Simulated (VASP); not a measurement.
# Pd (Fm-3m) in VASP: single point with r2SCAN

Aim: the single point of Pd with r2SCAN.

All numbers are computed with VASP 6.6.1; they aren't measurements. Logs are shortened: lines on timing, memory, paths and dates and some standing lists are left out, and cuts for length are marked.

## 1. The cell of the first run

The structure is cubic, space group Fm-3m (No. 225). The conventional cell has a = 3.907 Å, b = 3.907 Å, c = 3.907 Å, α = 90.00°, β = 90.00°, γ = 90.00°. Within 3.6 Å of Pd (site symmetry m-3m) lie 12 Pd at 2.76 Å.

## 2. Single point, r2SCAN

Contents of POSCAR:

```
Pd
1.0
    2.7629892873      0.0000000000      0.0000000000
    0.0000000000      3.9074569227      0.0000000000
    1.3814946436      1.9537284614      1.3814946436
Pd
1
Direct
    0.0000000000      0.0000000000      0.0000000000
```

Contents of INCAR.step1:

```
SYSTEM = Pd
PREC     = Accurate       ! precision mode
ENCUT    = 550            ! plane-wave cutoff, eV
ISMEAR   = 0              ! smearing method
SIGMA    = 0.1            ! smearing width, eV
LREAL    = .False.        ! projectors in reciprocal space
LASPH    = .True.         ! aspherical terms in the spheres
NELM     = 120            ! most SCF steps
NBANDS   = 11             ! bands
ISYM     = 0            
GGA      = PE             ! functional
ALGO     = Normal         ! electronic algorithm
EDIFF    = 1E-5           ! SCF threshold, eV
LWAVE    = .True.         ! write WAVECAR
LCHARG   = .False.        ! write CHGCAR
GGA_COMPAT= .False.
```

Contents of INCAR.step2:

```
SYSTEM = Pd
PREC     = Accurate       ! precision mode
ENCUT    = 550            ! plane-wave cutoff, eV
EDIFF    = 1E-6           ! SCF threshold, eV
ISMEAR   = 0              ! smearing method
SIGMA    = 0.1            ! smearing width, eV
LREAL    = .False.        ! projectors in reciprocal space
LASPH    = .True.         ! aspherical terms in the spheres
NELM     = 120            ! most SCF steps
ALGO     = Normal         ! electronic algorithm
ISIF     = 2              ! what is computed and relaxed
LWAVE    = .False.        ! write WAVECAR
LCHARG   = .False.        ! write CHGCAR
METAGGA  = R2SCAN         ! meta-GGA
LMIXTAU  = .True.       
NBANDS   = 11             ! bands
ISYM     = 0            
ISTART   = 1            
GGA_COMPAT= .False.
```

Contents of KPOINTS:

```
Automatic mesh
0
Gamma
  12 9 24
  0 0 0
```

Potentials or basis: VASP PAW PBE potentials, release 64 (Pd).

Started as:

```console
$ cat potpaw_PBE.64/Pd/POTCAR > POTCAR
$ cp INCAR.step1 INCAR
$ mpirun -np 1 vasp_std > vasp.out
$ cp INCAR.step2 INCAR
$ mpirun -np 1 vasp_std > vasp.out
```

OUTCAR:

```text
SYSTEM = Pd
   PREC = Accurate
   ENCUT = 550
   EDIFF = 1E-6
   ISMEAR = 0
   LREAL = .False.
   LASPH = .True.
   NELM = 120
   ISIF = 2
   METAGGA = R2SCAN
   ISYM = 0
   ISTART = 1

 ion  position               nearest neighbor table
   1  0.000  0.000  0.000-

IMPORTANT INFORMATION: All symmetrisations will be switched off!
NOSYMM: (Re-)initialisation of all symmetry stuff for point group C_1.

----------------------------------------------------------------------------------------

                                     Primitive cell

  volume of cell :      14.9150

  direct lattice vectors                    reciprocal lattice vectors
     2.762989287  0.000000000  0.000000000     0.361926847  0.000000000 -0.361926847
     0.000000000  3.907456923  0.000000000     0.000000000  0.255920928 -0.361926847
     1.381494644  1.953728461  1.381494644     0.000000000  0.000000000  0.723853693

  length of vectors
     2.762989287  3.907456923  2.762989287     0.511841855  0.443268049  0.723853693

  position of ions in fractional coordinates (direct lattice)
     0.000000000  0.000000000  0.000000000

  ion indices of the primitive-cell ions
   primitive index   ion index
                 1           1

----------------------------------------------------------------------------------------

 KPOINTS: Automatic mesh

Automatic generation of k-mesh.
 Grid dimensions read from file:
 generate k-points for:   12    9   24

 Generating k-lattice:

  Cartesian coordinates                     Fractional coordinates (reciprocal lattice)
     0.030160571  0.000000000 -0.030160571     0.083333333  0.000000000  0.000000000
     0.000000000  0.028435659 -0.040214094     0.000000000  0.111111111  0.000000000
     0.000000000  0.000000000  0.030160571     0.000000000  0.000000000  0.041666667

  Length of vectors
     0.042653488  0.049252005  0.030160571

  Shift w.r.t. Gamma in fractional coordinates (k-lattice)
     0.000000000  0.000000000  0.000000000

 -----------------------------------------------------------------------------
|                                                                             |
|           W    W    AA    RRRRR   N    N  II  N    N   GGGG   !!!           |
|           W    W   A  A   R    R  NN   N  II  NN   N  G    G  !!!           |
|           W    W  A    A  R    R  N N  N  II  N N  N  G       !!!           |
|           W WW W  AAAAAA  RRRRR   N  N N  II  N  N N  G  GGG   !            |
|           WW  WW  A    A  R   R   N   NN  II  N   NN  G    G                |
|           W    W  A    A  R    R  N    N  II  N    N   GGGG   !!!           |
|                                                                             |
|     Your reciprocal lattice and k-lattice belong to different lattice       |
|     classes:                                                                |
|                                                                             |
|        The reciprocal lattice is body-centered cubic,                       |
|        whereas your k-lattice is base centered orthorhombic.                |
|                                                                             |
|     Results are often still useful ...                                      |
|                                                                             |
 -----------------------------------------------------------------------------

 WARNING: IBZKPT: internal override: KBLOWUP is changed to .FALSE.
      ... skipping the blow-up phase ...

 Subroutine IBZKPT returns following result:
 ===========================================

 Found   1298 irreducible k-points:

 Following reciprocal coordinates:
            Coordinates               Weight
  0.000000  0.000000  0.000000      1.000000
  0.083333  0.000000  0.000000      2.000000
  0.166667  0.000000  0.000000      2.000000
  0.250000  0.000000  0.000000      2.000000
  0.333333  0.000000  0.000000      2.000000
  0.416667  0.000000  0.000000      2.000000
[... 16 lines left out ...]
  0.250000  0.222222  0.000000      2.000000
  0.333333  0.222222  0.000000      2.000000
 [... further k-points ...]
   k-points           NKPTS =   1298   k-points in BZ     NKDIM =   1298   number of bands    NBANDS=     11
   number of dos      NEDOS =    301   number of ions     NIONS =      1
   total plane-waves  NPLWV =  17280
   dimension x,y,z NGX =    24 NGY =   30 NGZ =   24
   dimension x,y,z NGXF=    48 NGYF=   60 NGZF=   48
   ions per type =               1
   NGX,Y,Z   is equivalent  to a cutoff of  14.44, 12.76, 14.44 a.u.
   NGXF,Y,Z  is equivalent  to a cutoff of  28.88, 25.53, 28.88 a.u.
 SYSTEM =  Pd
   PREC   = accura    normal or accurate (medium, high low for compatibility)
   ISTART =      1    job   : 0-new  1-cont  2-samecut
   ICHARG =      0    charge: 1-file 2-atom 10-const
   ISPIN  =      1    spin polarized calculation?
   LNONCOLLINEAR =      F non collinear calculations
   LSORBIT =      F    spin-orbit coupling
   LASPH  =      T    aspherical Exc in radial PAW
   ENCUT  =  550.0 eV  40.42 Ry    6.36 a.u.   5.28  7.47  5.28*2*pi/ulx,y,z
   NELM   =    120;   NELMIN=  2; NELMDL=  0     # of ELM steps
   EDIFF  = 0.1E-05   stopping-criterion for ELM
   LREAL  =      F    real-space projection
   EDIFFG = 0.1E-04   stopping-criterion for IOM
   NSW    =      0    number of steps for IOM
   IBRION =     -1    ionic relax: 0-MD 1-quasi-New 2-CG
   NFREE  =      0    steps in history (QN), initial steepest desc. (CG)
   ISIF   =      2    stress and relaxation
   ISYM   =      0    0-nonsym 1-usesym 2-fastsym
   POTIM  = 0.5000    time-step for ionic-motion
   TEBEG  =    0.0;   TEEND  =   0.0 temperature during run
   PSTRESS=    0.0 pullay stress
   NELECT =      10.0000    total number of electrons
   NUPDOWN=      -1.0000    fix difference up-down
   EMIN   =  10.00;   EMAX   =-10.00  energy-range for DOS
   EFERMI =   0.00;   METHOD = LEGACY
   ISMEAR =     0;   SIGMA  =   0.10  broadening in eV -4-tet -1-fermi 0-gaus
   EFERMI_NEDOS =   21; number of points for ismear=-14 and -15
   IALGO  =     38    algorithm
   IMIX   =      4    mixing-type and parameters
     AMIX     =   0.40;   BMIX     =  1.00
     AMIX_MAG =   1.60;   BMIX_MAG =  1.00
  volume/ion in A,a.u.               =      14.91       100.65
  Fermi-wavevector in a.u.,A,eV,Ry     =   1.432850  2.707693 27.933552  2.053058
  Thomas-Fermi vector in A             =   2.552432
   LORBIT       =      0    0 simple, 1 ext, 2 COOP (PROOUT), +10 PAW based schemes
   METAGGA = R2SCAN    functional components
   LHFCALC =     F    Hartree Fock is set to
   AEXX    =    0.0000 exact exchange contribution
   IVDW    =     0    specifies the selected vdW correction
   LEPSILON=     F    determine dielectric tensor
   LRPA    =     F    only Hartree local field effects (RPA)
 non-spin polarized calculation
 Gauss-broadening in eV      SIGMA  =   0.10
  energy-cutoff  :      550.00
  volume of cell :       14.91
 maximum number of plane-waves:       449
 NGX is ok and might be reduce to    24
   NGX = 11   NGY = 15   NGZ = 11

 number of electron      10.0000000 magnetization

 Free energy of the ion-electron system (eV)
  ---------------------------------------------------
  ext. energy  EPLUGINS =         0.00000000
  ---------------------------------------------------
  free energy    TOTEN  =       -22.95233555 eV

  energy without entropy =      -22.94125704  energy(sigma->0) =      -22.94679629

 E-fermi :   9.4185     XC(G=0): -14.0504

 val. band max:        9.4178144547   @ k =   0.0833   0.0000   0.4167
 cond. band min:       9.4187920743   @ k =  -0.2500  -0.2222   0.2917
 fundamental gap:      0.0009776196
 Fermi energy:         9.4185430809

 k-point     1 :       0.0000    0.0000    0.0000
  band No.  band energies     occupation
      1       2.3211      2.00000
      2       6.5540      2.00000
      3       6.5564      2.00000
      4       6.5587      2.00000
      5       8.1367      2.00000
      6       8.1373      2.00000
      7      27.4398      0.00000
      8      31.9138      0.00000
      9      32.3606      0.00000
     10      32.3632      0.00000
     11      32.3655      0.00000

 k-point     2 :       0.0833    0.0000    0.0000
  band No.  band energies     occupation
      1       2.6637      2.00000
      2       6.3716      2.00000
      3       6.7116      2.00000
      4       6.7118      2.00000
      5       7.9512      2.00000
      6       8.2105      2.00000
      7      27.7982      0.00000
      8      31.2461      0.00000
      9      31.9586      0.00000
     10      32.0873      0.00000
     11      32.0879      0.00000

 k-point     3 :       0.1667    0.0000    0.0000
  band No.  band energies     occupation
      1       3.5882      2.00000
      2       5.8947      2.00000
      3       7.1638      2.00000
      4       7.1639      2.00000
      5       7.5455      2.00000
      6       8.4157      2.00000
      7      28.7259      0.00000
      8      29.8314      0.00000
      9      30.7182      0.00000
     10      30.7186      0.00000
     11      31.9159      0.00000
[... 267 lines left out ...]
 k-point    23 :       0.2500    0.2222    0.0000
  band No.  band energies     occupation
      1       4.7319      2.00000
      2       5.4600      2.00000
      3       7.1277      2.00000
      4       7.8414      2.00000
      5       9.4827      0.36411
      6      12.5524      0.00000
      7      20.0912      0.00000
      8      25.1625      0.00000
      9      26.8439      0.00000
     10      30.2748      0.00000
     11      31.9867      0.00000

 k-point    24 :       0.3333    0.2222    0.0000
  band No.  band energies     occupation
      1       4.5734      2.00000
      2       5.1094      2.00000
      3       7.6184      2.00000
      4       8.3975      2.00000
      5       9.4299      0.87224
      6      15.2710      0.00000
      7      18.9378      0.00000
      8      21.8503      0.00000
      9      25.7262      0.00000
     10      30.6534      0.00000
     11      31.9983      0.00000

 [... further k-points ...]

------------------------ aborting loop because EDIFF is reached ----------------------------------------

  FORCE on cell =-STRESS in cart. coord.  units (eV):
  Direction    XX          YY          ZZ          XY          YZ          ZX
  --------------------------------------------------------------------------------------
  -------------------------------------------------------------------------------------
  Total        0.0776606      0.0547665      0.0491722     -0.0000022     -0.0036631      0.0000000
  in kB        8.3423511      5.8830520      5.2821085     -0.0002393     -0.3934973      0.0000041
  external PRESSURE =       6.5025039 kB  Pullay stress =       0.0000000 kB

 VOLUME and BASIS-vectors are now :
 -----------------------------------------------------------------------------
  energy-cutoff  :      550.00
  volume of cell :       14.91
      direct lattice vectors                 reciprocal lattice vectors
     2.762989287  0.000000000  0.000000000     0.361926847  0.000000000 -0.361926847
     0.000000000  3.907456923  0.000000000     0.000000000  0.255920928 -0.361926847
     1.381494644  1.953728461  1.381494644     0.000000000  0.000000000  0.723853693

 POSITION                                       TOTAL-FORCE (eV/Angst)
 -----------------------------------------------------------------------------------
      0.00000      0.00000      0.00000        -0.000000     -0.000000     -0.000000
 -----------------------------------------------------------------------------------
    total drift:                               -0.000000     -0.000000     -0.000000

  FREE ENERGIE OF THE ION-ELECTRON SYSTEM (eV)
  ---------------------------------------------------
  free  energy   TOTEN  =       -22.9523355488 eV

  energy  without entropy=      -22.9412570391  energy(sigma->0) =      -22.94679629
```

It took 28 min on 1 thread of Oxide Virtual Turin-like, shared host; peak memory 0.32 GiB.

What came out:

| Quantity | Value |
| --- | --- |
| Free energy | -22.9523 eV |
| Pressure | 0.7 GPa |
| Band gap on the k mesh | zero (bands 5 and 6 overlap by 1.65 eV) |

Levels at points of the mesh, in eV from the Fermi level:
```csv
k point,band 1,band 2,band 3,band 4,band 5,band 6,band 7,band 8,band 9,band 10
"(0.00, 0.00, 0.00)",-7.10,-2.86,-2.86,-2.86,-1.28,-1.28,18.02,22.50,22.94,22.94
"(0.50, 0.00, 0.00)",-5.44,-5.17,-0.09,0.31,0.31,3.66,11.20,13.87,13.87,21.90
"(0.00, 0.00, 0.50)",-5.44,-5.17,-0.09,0.30,0.31,3.66,11.20,13.87,13.87,21.90
"(0.50, 0.00, 0.50)",-5.44,-5.17,-0.09,0.31,0.31,3.66,11.20,13.87,13.87,21.90
```

Caveat: the PAW data sets were made with another functional, which shifts forces and pressure a little.
